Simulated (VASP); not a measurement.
Input of a VASP 6.6.1 run:

The input INCAR:

```
PREC = Accurate
ENCUT = 600
EDIFF = 1E-6
ISMEAR = -1
SIGMA = 0.05
LREAL = F
LASPH = T
NELM = 120
ALGO = Normal
ISIF = 2
LWAVE = F
LCHARG = F
GGA = PE
NBANDS = 11
GGA_COMPAT = F
```

Contents of KPOINTS:

```
regular mesh
0
Gamma
  14 14 14
```

File POSCAR:

```
C
1.0
    0.0000000000      1.7833900000      1.7833900000
    1.7833900000      0.0000000000      1.7833900000
    1.7833900000      1.7833900000      0.0000000000
C
2
Direct
    0.5000000000      0.5000000000      0.5000000000
    0.7500000000      0.7500000000      0.7500000000
```

Potentials or basis: VASP PAW PBE potentials, release 64 (C).

Run with:

```bash
$ cat potpaw_PBE.64/C/POTCAR > POTCAR
$ mpirun -np 1 vasp_std > vasp.out
```

Problem. Estimate the band gap on the k mesh.

Solution. 4.13 eV, indirect (least direct gap 5.59 eV).

Problem. Estimate the pressure.

Solution. 1.8 GPa.

A k mesh can miss the band edges. As with any semilocal functional, this PBE gap is likely too small.
